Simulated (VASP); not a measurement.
# InPd (Pm-3m) in VASP: single point with PBEsol

Aim: the single point of InPd with PBEsol.

Everything below comes from runs of VASP 6.6.1. Logs are shortened: lines on timing, memory, paths and dates and some standing lists are left out, and cuts for length are marked.

## 1. The cell of the first run

It takes space group Pm-3m (No. 221, cubic). The conventional cell has a = 3.272 Å, b = 3.272 Å, c = 3.272 Å, α = 90.00°, β = 90.00°, γ = 90.00°. In (site symmetry m-3m) has 8 Pd at 2.83 Å and 6 In at 3.27 Å within 3.7 Å. Within 3.7 Å of Pd (site symmetry m-3m) lie 8 In at 2.83 Å and 6 Pd at 3.27 Å.

## 2. Single point, PBEsol

INCAR reads:

```
ALGO     = Normal         # electronic algorithm
EDIFF    = 1E-6           # SCF threshold, eV
ENCUT    = 500            # plane-wave cutoff, eV
GGA      = PS             # functional
GGA_COMPAT= F            
ISIF     = 2              # what is computed and relaxed
ISMEAR   = 0              # smearing method
LASPH    = T              # aspherical terms in the spheres
LCHARG   = F              # write CHGCAR
LREAL    = F              # projectors in reciprocal space
LWAVE    = F              # write WAVECAR
NBANDS   = 18             # bands
NELM     = 120            # most SCF steps
PREC     = Accurate       # precision mode
SIGMA    = 0.05           # smearing width, eV
```

KPOINTS reads:

```
k-points
0
Gamma
  10 10 10
```

POSCAR reads:

```
InPd
1.0
    3.2718847800      0.0000000000      0.0000000000
    0.0000000000      3.2718847800      0.0000000000
    0.0000000000      0.0000000000      3.2718847800
In Pd
1 1
Direct
    0.0000000000      0.0000000000      0.0000000000
    0.5000000000      0.5000000000      0.5000000000
```

Potentials or basis: VASP PAW PBE potentials, release 64 (In_d, Pd).

On the command line:

```
$ cat potpaw_PBE.64/In_d/POTCAR potpaw_PBE.64/Pd/POTCAR > POTCAR
$ mpirun -np 1 vasp_std > vasp.out
```

OUTCAR:

```text
EDIFF = 1E-6
   ENCUT = 500
   GGA = PS
   ISIF = 2
   ISMEAR = 0
   LASPH = T
   LREAL = F
   NELM = 120
   PREC = Accurate

 ion  position               nearest neighbor table
   1  0.000  0.000  0.000-   2 2.83   2 2.83   2 2.83   2 2.83   2 2.83   2 2.83   2 2.83   2 2.83

   2  0.500  0.500  0.500-   1 2.83   1 2.83   1 2.83   1 2.83   1 2.83   1 2.83   1 2.83   1 2.83

  LATTYP: Found a simple cubic cell.
 ALAT       =     3.2718847800

  Lattice vectors:

 A1 = (   3.2718847800,   0.0000000000,   0.0000000000)
 A2 = (   0.0000000000,   3.2718847800,   0.0000000000)
 A3 = (   0.0000000000,   0.0000000000,   3.2718847800)

Analysis of symmetry for initial positions (statically):
=====================================================================
 Subroutine PRICEL returns:
 Original cell was already a primitive cell.

 Routine SETGRP: Setting up the symmetry group for a
 simple cubic supercell.

 Subroutine GETGRP returns: Found 48 space group operations
 (whereof 48 operations were pure point group operations)
 out of a pool of 48 trial point group operations.

The static configuration has the point symmetry O_h .

Analysis of symmetry for dynamics (positions and initial velocities):
=====================================================================
 Subroutine PRICEL returns:
 Original cell was already a primitive cell.

 Routine SETGRP: Setting up the symmetry group for a
 simple cubic supercell.

 Subroutine GETGRP returns: Found 48 space group operations
 (whereof 48 operations were pure point group operations)
 out of a pool of 48 trial point group operations.

The dynamic configuration has the point symmetry O_h .

 Subroutine INISYM returns: Found 48 space group operations
 (whereof 48 operations are pure point group operations),
 and found     1 'primitive' translations

----------------------------------------------------------------------------------------

                                     Primitive cell

  volume of cell :      35.0263

  direct lattice vectors                    reciprocal lattice vectors
     3.271884780  0.000000000  0.000000000     0.305634234  0.000000000  0.000000000
     0.000000000  3.271884780  0.000000000     0.000000000  0.305634234  0.000000000
     0.000000000  0.000000000  3.271884780     0.000000000  0.000000000  0.305634234

  length of vectors
     3.271884780  3.271884780  3.271884780     0.305634234  0.305634234  0.305634234

  position of ions in fractional coordinates (direct lattice)
     0.000000000  0.000000000  0.000000000
     0.500000000  0.500000000  0.500000000

  ion indices of the primitive-cell ions
   primitive index   ion index
                 1           1
                 2           2

----------------------------------------------------------------------------------------

 KPOINTS: k-points

Automatic generation of k-mesh.
 Grid dimensions read from file:
 generate k-points for:   10   10   10

 Generating k-lattice:

  Cartesian coordinates                     Fractional coordinates (reciprocal lattice)
     0.030563423  0.000000000  0.000000000     0.100000000  0.000000000  0.000000000
     0.000000000  0.030563423  0.000000000     0.000000000  0.100000000  0.000000000
     0.000000000  0.000000000  0.030563423     0.000000000  0.000000000  0.100000000

  Length of vectors
     0.030563423  0.030563423  0.030563423

  Shift w.r.t. Gamma in fractional coordinates (k-lattice)
     0.000000000  0.000000000  0.000000000

 Subroutine IBZKPT returns following result:
 ===========================================

 Found     56 irreducible k-points:

 Following reciprocal coordinates:
            Coordinates               Weight
  0.000000  0.000000  0.000000      1.000000
  0.100000  0.000000  0.000000      6.000000
  0.200000  0.000000  0.000000      6.000000
  0.300000  0.000000  0.000000      6.000000
  0.400000  0.000000  0.000000      6.000000
  0.500000  0.000000  0.000000      3.000000
[... 16 lines left out ...]
  0.200000  0.100000  0.100000     24.000000
  0.300000  0.100000  0.100000     24.000000
 [... further k-points ...]
   k-points           NKPTS =     56   k-points in BZ     NKDIM =     56   number of bands    NBANDS=     18
   number of dos      NEDOS =    301   number of ions     NIONS =      2
   total plane-waves  NPLWV =  13824
   dimension x,y,z NGX =    24 NGY =   24 NGZ =   24
   dimension x,y,z NGXF=    48 NGYF=   48 NGZF=   48
   ions per type =               1   1
   NGX,Y,Z   is equivalent  to a cutoff of  12.19, 12.19, 12.19 a.u.
   NGXF,Y,Z  is equivalent  to a cutoff of  24.39, 24.39, 24.39 a.u.
 SYSTEM =  unknown system
   PREC   = accura    normal or accurate (medium, high low for compatibility)
   ISTART =      0    job   : 0-new  1-cont  2-samecut
   ICHARG =      2    charge: 1-file 2-atom 10-const
   ISPIN  =      1    spin polarized calculation?
   LNONCOLLINEAR =      F non collinear calculations
   LSORBIT =      F    spin-orbit coupling
   LASPH  =      T    aspherical Exc in radial PAW
   ENCUT  =  500.0 eV  36.75 Ry    6.06 a.u.   5.97  5.97  5.97*2*pi/ulx,y,z
   NELM   =    120;   NELMIN=  2; NELMDL= -5     # of ELM steps
   EDIFF  = 0.1E-05   stopping-criterion for ELM
   LREAL  =      F    real-space projection
   EDIFFG = 0.1E-04   stopping-criterion for IOM
   NSW    =      0    number of steps for IOM
   IBRION =     -1    ionic relax: 0-MD 1-quasi-New 2-CG
   NFREE  =      0    steps in history (QN), initial steepest desc. (CG)
   ISIF   =      2    stress and relaxation
   ISYM   =      2    0-nonsym 1-usesym 2-fastsym
   POTIM  = 0.5000    time-step for ionic-motion
   TEBEG  =    0.0;   TEEND  =   0.0 temperature during run
   PSTRESS=    0.0 pullay stress
   NELECT =      23.0000    total number of electrons
   NUPDOWN=      -1.0000    fix difference up-down
   EMIN   =  10.00;   EMAX   =-10.00  energy-range for DOS
   EFERMI =   0.00;   METHOD = LEGACY
   ISMEAR =     0;   SIGMA  =   0.05  broadening in eV -4-tet -1-fermi 0-gaus
   EFERMI_NEDOS =   21; number of points for ismear=-14 and -15
   IALGO  =     38    algorithm
   IMIX   =      4    mixing-type and parameters
     AMIX     =   0.40;   BMIX     =  1.00
     AMIX_MAG =   1.60;   BMIX_MAG =  1.00
  volume/ion in A,a.u.               =      17.51       118.18
  Fermi-wavevector in a.u.,A,eV,Ry     =   1.422938  2.688964 27.548447  2.024754
  Thomas-Fermi vector in A             =   2.543589
   LORBIT       =      0    0 simple, 1 ext, 2 COOP (PROOUT), +10 PAW based schemes
   GGA     = PS    functional components
   LHFCALC =     F    Hartree Fock is set to
   AEXX    =    0.0000 exact exchange contribution
   IVDW    =     0    specifies the selected vdW correction
   LEPSILON=     F    determine dielectric tensor
   LRPA    =     F    only Hartree local field effects (RPA)
 non-spin polarized calculation
 Gauss-broadening in eV      SIGMA  =   0.05
  energy-cutoff  :      500.00
  volume of cell :       35.03
 maximum number of plane-waves:       912
 NGX is ok and might be reduce to    24
   NGX = 11   NGY = 11   NGZ = 11

 number of electron      22.9999997 magnetization

 Free energy of the ion-electron system (eV)
  ---------------------------------------------------
  ext. energy  EPLUGINS =         0.00000000
  ---------------------------------------------------
  free energy    TOTEN  =        -9.99386232 eV

  energy without entropy =       -9.99203026  energy(sigma->0) =       -9.99294629

 E-fermi :  10.4310     XC(G=0): -12.4027

 val. band max:       10.3975731365   @ k =   0.5000   0.4000   0.3000
 cond. band min:      10.4322312424   @ k =   0.3000   0.1000   0.1000
 fundamental gap:      0.0346581059
 Fermi energy:        10.4310055338

 k-point     1 :       0.0000    0.0000    0.0000
  band No.  band energies     occupation
      1      -4.5366      2.00000
      2      -4.5366      2.00000
      3      -4.1226      2.00000
      4      -4.1226      2.00000
      5      -4.1226      2.00000
      6       0.2073      2.00000
[... 10 lines left out ...]
     17      20.9061      0.00000
     18      26.3138      0.00000

 k-point     2 :       0.1000    0.0000    0.0000
  band No.  band energies     occupation
      1      -4.5310      2.00000
      2      -4.5025      2.00000
      3      -4.1330      2.00000
      4      -4.1330      2.00000
      5      -4.1195      2.00000
      6       0.3662      2.00000
[... 10 lines left out ...]
     17      21.8306      0.00000
     18      25.9586      0.00000

 k-point     3 :       0.2000    0.0000    0.0000
  band No.  band energies     occupation
      1      -4.5161      2.00000
      2      -4.4136      2.00000
      3      -4.1601      2.00000
      4      -4.1601      2.00000
      5      -4.1113      2.00000
      6       0.8412      2.00000
[... 10 lines left out ...]
     17      24.3994      0.00000
     18      25.2594      0.00000

 k-point     4 :       0.3000    0.0000    0.0000
  band No.  band energies     occupation
      1      -4.4976      2.00000
      2      -4.3044      2.00000
      3      -4.1934      2.00000
      4      -4.1934      2.00000
      5      -4.1010      2.00000
      6       1.6224      2.00000
[... 375 lines left out ...]
      4      -4.1468      2.00000
      5      -4.1354      2.00000
      6       0.6805      2.00000
[... 10 lines left out ...]
     17      21.8297      0.00000
     18      25.3245      0.00000

 k-point    23 :       0.2000    0.1000    0.1000
  band No.  band energies     occupation
      1      -4.4644      2.00000
      2      -4.3872      2.00000
      3      -4.1777      2.00000
      4      -4.1751      2.00000
      5      -4.1357      2.00000
      6       1.1457      2.00000
[... 10 lines left out ...]
     17      24.0302      0.00000
     18      24.1015      0.00000

 k-point    24 :       0.3000    0.1000    0.1000
  band No.  band energies     occupation
      1      -4.4483      2.00000
      2      -4.2765      2.00000
      3      -4.2208      2.00000
      4      -4.2098      2.00000
      5      -4.1301      2.00000
      6       1.9037      2.00000
[... 10 lines left out ...]
     17      22.4200      0.00000
     18      23.1716      0.00000

 [... further k-points ...]
[... 5 lines left out ...]
  --------------------------------------------------------------------------------------
  -------------------------------------------------------------------------------------
  Total       -0.5449381     -0.5449381     -0.5449381     -0.0000000      0.0000000     -0.0000000
  in kB      -24.9266403    -24.9266403    -24.9266403     -0.0000000      0.0000000     -0.0000000
  external PRESSURE =     -24.9266403 kB  Pullay stress =       0.0000000 kB

 VOLUME and BASIS-vectors are now :
 -----------------------------------------------------------------------------
  energy-cutoff  :      500.00
  volume of cell :       35.03
      direct lattice vectors                 reciprocal lattice vectors
     3.271884780  0.000000000  0.000000000     0.305634234  0.000000000  0.000000000
     0.000000000  3.271884780  0.000000000     0.000000000  0.305634234  0.000000000
     0.000000000  0.000000000  3.271884780     0.000000000  0.000000000  0.305634234

 POSITION                                       TOTAL-FORCE (eV/Angst)
 -----------------------------------------------------------------------------------
      0.00000      0.00000      0.00000         0.000000      0.000000      0.000000
      1.63594      1.63594      1.63594         0.000000      0.000000      0.000000
 -----------------------------------------------------------------------------------
    total drift:                                0.000000      0.000000     -0.000000

  FREE ENERGIE OF THE ION-ELECTRON SYSTEM (eV)
  ---------------------------------------------------
  free  energy   TOTEN  =        -9.9938623242 eV

  energy  without entropy=       -9.9920302573  energy(sigma->0) =       -9.99294629
```

It took 11 s on 1 thread of AMD EPYC 9R45 (Zen 5), shared host; peak memory 0.13 GiB.

What came out:

```yaml
Free_energy: -9.9939 eV
Pressure: -2.5 GPa
```

Caveat: the PAW data sets were made with another functional, which shifts forces and pressure a little; spin-orbit coupling is left out, which moves the levels of the heavy elements.
